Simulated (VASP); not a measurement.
# Ge (Fd-3m) in VASP: further runs, part 2 of 2

VASP 6.6.1. Earlier steps stand in the parts before.

## (3) Single point, PBE0

This run uses another cell than the first one, of 22.64 Å³/atom.

Input file POSCAR:

```
Ge
1.0
    0.0000000000      2.8289100000      2.8289100000
    2.8289100000      0.0000000000      2.8289100000
    2.8289100000      2.8289100000      0.0000000000
Ge
2
Direct
    0.7500000000      0.7500000000      0.7500000000
    0.5000000000      0.5000000000      0.5000000000
```

Input file INCAR.step1:

```
  PREC = Accurate
  ENCUT = 520
  EDIFF = 1E-5
  ISMEAR = -1
  SIGMA = 0.05
  LREAL = F
  LASPH = T
  NELM = 60
  ALGO = Normal
  ISIF = 2
  LWAVE = T
  NBANDS = 21
  GGA = PE
```

Input file INCAR.step2:

```
  PREC = Accurate
  ENCUT = 520
  EDIFF = 1E-7
  ISMEAR = -1
  SIGMA = 0.05
  LREAL = F
  LASPH = T
  NELM = 60
  ALGO = Normal
  ISIF = 2
  LWAVE = F
  LCHARG = T
  GGA = PE
  LHFCALC = T
  AEXX = 0.25
  PRECFOCK = Normal
  LELF = T
  LVHAR = T
  NBANDS = 21
  ISTART = 1
```

Input file KPOINTS:

```
Automatic mesh
0
Gamma
  4 4 4
```

Potentials or basis: VASP PAW PBE potentials, release 64 (Ge_d).

Run with:

```console
$ cat potpaw_PBE.64/Ge_d/POTCAR > POTCAR
$ cp INCAR.step1 INCAR
$ mpirun -np 1 vasp_std > vasp.out
$ cp INCAR.step2 INCAR
$ mpirun -np 1 vasp_std > vasp.out
```

OUTCAR:

```text
PREC = Accurate
   ENCUT = 520
   EDIFF = 1E-7
   ISMEAR = -1
   LREAL = F
   LASPH = T
   NELM = 60
   ISIF = 2
   GGA = PE
   LHFCALC = T
   AEXX = 0.25
   PRECFOCK = Normal
   ISTART = 1

 ion  position               nearest neighbor table
   1  0.750  0.750  0.750-   2 2.45   2 2.45   2 2.45   2 2.45
   2  0.500  0.500  0.500-   1 2.45   1 2.45   1 2.45   1 2.45

  LATTYP: Found a face centered cubic cell.
 ALAT       =     5.6578200000

  Lattice vectors:

 A1 = (   0.0000000000,   2.8289100000,   2.8289100000)
 A2 = (   2.8289100000,   0.0000000000,   2.8289100000)
 A3 = (   2.8289100000,   2.8289100000,   0.0000000000)

Analysis of symmetry for initial positions (statically):
=====================================================================
 Subroutine PRICEL returns:
 Original cell was already a primitive cell.

 Routine SETGRP: Setting up the symmetry group for a
 face centered cubic supercell.

 Subroutine GETGRP returns: Found 48 space group operations
 (whereof 24 operations were pure point group operations)
 out of a pool of 48 trial point group operations.

The static configuration has the point symmetry T_d .
 The point group associated with its full space group is O_h .

Analysis of symmetry for dynamics (positions and initial velocities):
=====================================================================
 Subroutine PRICEL returns:
 Original cell was already a primitive cell.

 Routine SETGRP: Setting up the symmetry group for a
 face centered cubic supercell.

 Subroutine GETGRP returns: Found 48 space group operations
 (whereof 24 operations were pure point group operations)
 out of a pool of 48 trial point group operations.

[... 103 lines left out ...]
     AMIX     =   0.40;   BMIX     =  1.00
     AMIX_MAG =   1.60;   BMIX_MAG =  1.00
  volume/ion in A,a.u.               =      22.64       152.78
  Fermi-wavevector in a.u.,A,eV,Ry     =   1.394756  2.635708 26.468033  1.945346
  Thomas-Fermi vector in A             =   2.518275
   LORBIT       =      0    0 simple, 1 ext, 2 COOP (PROOUT), +10 PAW based schemes
   GGA     = PE    functional components
   LHFCALC =     T    Hartree Fock is set to
   PRECFOCK=normal    Normal, Fast or Accurate (Low or Medium for compatibility)
   ENCUT4O =  -1.0   cutoff for four orbital integrals eV
   NKREDX  =     1    reduce k-point grid by
   NKREDY  =     1    reduce k-point grid by
   NKREDZ  =     1    reduce k-point grid by
   AEXX    =    0.2500 exact exchange contribution
   HFSCREEN=    0.0000 screening length (either q_TF or 0.3 A-1)
   HFSCREENC=   0.0000 screening length for correlation (either q_TF or 0.3 A-1)
   ENCUTFOCK=  -1.0 apply spherical cutoff to Coloumb kernel
   IVDW    =     0    specifies the selected vdW correction
   LEPSILON=     F    determine dielectric tensor
   LRPA    =     F    only Hartree local field effects (RPA)
 non-spin polarized calculation
  energy-cutoff  :      520.00
  volume of cell :       45.28
 maximum number of plane-waves:      1243
 NGX is ok and might be reduce to    30
  NGX = 24; NGY = 24; NGZ = 24

 number of electron      28.0000022 magnetization

 Free energy of the ion-electron system (eV)
  ---------------------------------------------------
  ext. energy  EPLUGINS =         0.00000000
  ---------------------------------------------------
  free energy    TOTEN  =       -11.49992799 eV

  energy without entropy =      -11.49992797  energy(sigma->0) =      -11.49992798

 E-fermi :   5.0974     XC(G=0):  -7.8235

 val. band max:        4.3092946565   @ k =   0.0000   0.0000   0.0000
 cond. band min:       5.9019111392   @ k =   0.5000   0.0000   0.0000
 fundamental gap:      1.5926164826
 Fermi energy:         5.0974435508

 k-point     1 :       0.0000    0.0000    0.0000
  band No.  band energies     occupation
      1     -23.6389      2.00000
      2     -23.6389      2.00000
      3     -23.6389      2.00000
      4     -23.6025      2.00000
      5     -23.6025      2.00000
      6     -23.3938      2.00000
[... 181 lines left out ...]
     20      17.3360      0.00000
     21      19.2377      0.00000

------------------------ aborting loop because EDIFF is reached ----------------------------------------

  FORCE on cell =-STRESS in cart. coord.  units (eV):
  Direction    XX          YY          ZZ          XY          YZ          ZX
  --------------------------------------------------------------------------------------
  -------------------------------------------------------------------------------------
  Total        0.2299971      0.2299971      0.2299971     -0.0000000      0.0000000     -0.0000000
  in kB        8.1385215      8.1385215      8.1385215     -0.0000000      0.0000000     -0.0000000
  external PRESSURE =       8.1385215 kB  Pullay stress =       0.0000000 kB

 VOLUME and BASIS-vectors are now :
 -----------------------------------------------------------------------------
  energy-cutoff  :      520.00
  volume of cell :       45.28
      direct lattice vectors                 reciprocal lattice vectors
     0.000000000  2.828910000  2.828910000    -0.176746521  0.176746521  0.176746521
     2.828910000  0.000000000  2.828910000     0.176746521 -0.176746521  0.176746521
     2.828910000  2.828910000  0.000000000     0.176746521  0.176746521 -0.176746521

 POSITION                                       TOTAL-FORCE (eV/Angst)
 -----------------------------------------------------------------------------------
      4.24336      4.24336      4.24336         0.000000     -0.000000     -0.000000
      2.82891      2.82891      2.82891        -0.000000      0.000000      0.000000
 -----------------------------------------------------------------------------------
    total drift:                               -0.000000     -0.000000     -0.000000

  FREE ENERGIE OF THE ION-ELECTRON SYSTEM (eV)
  ---------------------------------------------------
  free  energy   TOTEN  =       -11.4999279933 eV

  energy  without entropy=      -11.4999279705  energy(sigma->0) =      -11.49992798
```

Wall time 14 min (1 thread of Intel Xeon Platinum 8488C (Sapphire Rapids), shared host); peak memory 0.17 GiB.

Results:

| Property | Result |
| --- | --- |
| Free energy | -11.4999 eV |
| Pressure | 0.8 GPa |
| Band gap on the k mesh | 1.59 eV (least direct gap 1.68 eV) |

Caveat: the k points lie up to 0.48 Å⁻¹ apart; the PAW data sets were made with another functional, which shifts forces and pressure a little.

## (4) Single point, HSE06

This run uses another cell than the first one, of 24.00 Å³/atom.

Input file POSCAR:

```
Ge
1.0
    0.0000000000      2.8843929095      2.8843929095
    2.8843929095      0.0000000000      2.8843929095
    2.8843929095      2.8843929095      0.0000000000
Ge
2
Direct
    0.7500000000      0.7500000000      0.7500000000
    0.5000000000      0.5000000000      0.5000000000
```

Input file INCAR.step1:

```
ALGO = Normal
EDIFF = 1E-5
ENCUT = 520
GGA = PE
ISIF = 2
ISMEAR = -1
KPAR = 2
LASPH = T
LCHARG = F
LREAL = F
LWAVE = T
NBANDS = 21
NELM = 60
PREC = Accurate
SIGMA = 0.05
```

Input file INCAR.step2:

```
ALGO = Normal
EDIFF = 1E-6
ENCUT = 520
GGA = PE
HFSCREEN = 0.2079
ISIF = 2
ISMEAR = -1
ISTART = 1
KPAR = 2
LASPH = T
LCHARG = F
LHFCALC = T
LREAL = F
LWAVE = F
NBANDS = 21
NELM = 60
PREC = Accurate
PRECFOCK = Normal
SIGMA = 0.05
```

Input file KPOINTS:

```
k-points
0
Gamma
  6 6 6
```

Run with:

```console
$ cat potpaw_PBE.64/Ge_d/POTCAR > POTCAR
$ cp INCAR.step1 INCAR
$ mpirun -np 2 vasp_std > vasp.out
$ cp INCAR.step2 INCAR
$ mpirun -np 2 vasp_std > vasp.out
```

It took 35 min on 2 MPI ranks of Intel Xeon Platinum 8488C (Sapphire Rapids), shared host; peak memory 0.28 GiB.

It converged, with:

```yaml
Free_energy: -10.6324 eV
Pressure: -2.9 GPa
Band_gap_on_the_k_mesh: 0.28 eV
```

Levels at points of the mesh, in eV from the valence-band top:
```tsv
k point	band 12	band 13	band 14	band 15	band 16	band 17
(0.00, 0.00, 0.00)	0.00	0.00	0.00	0.28	3.18	3.18
(0.50, 0.00, 0.00)	-8.03	-1.43	-1.43	0.60	4.41	4.41
(0.50, 0.50, 0.00)	-9.49	-3.15	-3.15	1.33	1.33	10.29
```

Caveat: the PAW data sets were made with another functional, which shifts forces and pressure a little.

## (5) Single point, HSE06, non-collinear spin, zero start, spin-orbit coupling

This run uses another cell than the first one, of 22.64 Å³/atom.

Input file POSCAR:

```
Ge
1.0
    0.0000000000      2.8289100000      2.8289100000
    2.8289100000      0.0000000000      2.8289100000
    2.8289100000      2.8289100000      0.0000000000
Ge
2
Direct
    0.7500000000      0.7500000000      0.7500000000
    0.5000000000      0.5000000000      0.5000000000
```

Input file INCAR.step1:

```
SYSTEM = Ge
ALGO = Normal
EDIFF = 1E-5
ENCUT = 520
GGA = PE
GGA_COMPAT = .False.
ISIF = 2
ISMEAR = -1
KPAR = 2
LASPH = .True.
LCHARG = .False.
LORBIT = 11
LORBMOM = .True.
LREAL = .False.
LSORBIT = .True.
LWAVE = .True.
MAGMOM = 0 0 0 0 0 0
NBANDS = 40
NELM = 150
PREC = Accurate
SIGMA = 0.05
```

Input file INCAR.step2:

```
SYSTEM = Ge
ALGO = Normal
EDIFF = 1E-7
ENCUT = 520
GGA = PE
GGA_COMPAT = .False.
HFSCREEN = 0.2079
ISIF = 2
ISMEAR = -1
ISTART = 1
KPAR = 2
LASPH = .True.
LCHARG = .False.
LHFCALC = .True.
LORBIT = 11
LORBMOM = .True.
LREAL = .False.
LSORBIT = .True.
LWAVE = .False.
MAGMOM = 0 0 0 0 0 0
NBANDS = 40
NELM = 150
PREC = Accurate
PRECFOCK = Normal
SIGMA = 0.05
```

Input file KPOINTS:

```
k-points
0
Gamma
  4 4 4
  0 0 0
```

Run with:

```console
$ cat potpaw_PBE.64/Ge_d/POTCAR > POTCAR
$ cp INCAR.step1 INCAR
$ mpirun -np 2 vasp_ncl > vasp.out
$ cp INCAR.step2 INCAR
$ mpirun -np 2 vasp_ncl > vasp.out
```

Wall time 51 min (2 MPI ranks of Intel Xeon Platinum 8259CL at 2.50GHz (Skylake/Cascade Lake), shared host); peak memory 0.4 GiB.

Results (log left out):

```
Free energy                                           : -10.4724 eV
Pressure                                              : 1.1 GPa
Net moment                                            : 0.00 μB per cell
Valence electrons inside the program's atomic spheres : Ge 12.44
```

Moments on the atoms (μB; x, y, z):
```
Ge  0.00 0.00 0.00
Ge  0.00 0.00 0.00
```

Caveat: the k points lie up to 0.48 Å⁻¹ apart; the PAW data sets were made with another functional, which shifts forces and pressure a little.

## (6) Overview

```csv
level,spin,cell,k mesh,screening parameter,gap on the mesh (eV),pressure (GPa)
PBE0,off,"a = 3.947 Å, angles 60.0°, 2 atoms",4 × 4 × 4,-,1.75,4.4
PBE0,off,"a = 4.001 Å, angles 60.0°, 2 atoms",4 × 4 × 4,-,1.59,0.8
HSE06,off,"a = 4.079 Å, angles 60.0°, 2 atoms",6 × 6 × 6,0.2079 1/Å,0.28,-2.9
HSE06,"non-collinear, zero start, SOC","a = 4.001 Å, angles 60.0°, 2 atoms",4 × 4 × 4,0.2079 1/Å,-,1.1
```

Alike in all rows: task single point; potentials or basis VASP PAW PBE potentials, release 64 (Ge_d); cutoff (eV) 520; smearing fermi-dirac 0.05 eV.

Caveats: some runs use coarse meshes; the PAW data sets were made with another functional, which shifts forces and pressure a little.

Total energies depend on the potentials used, so only differences within one code and one set of settings carry meaning.
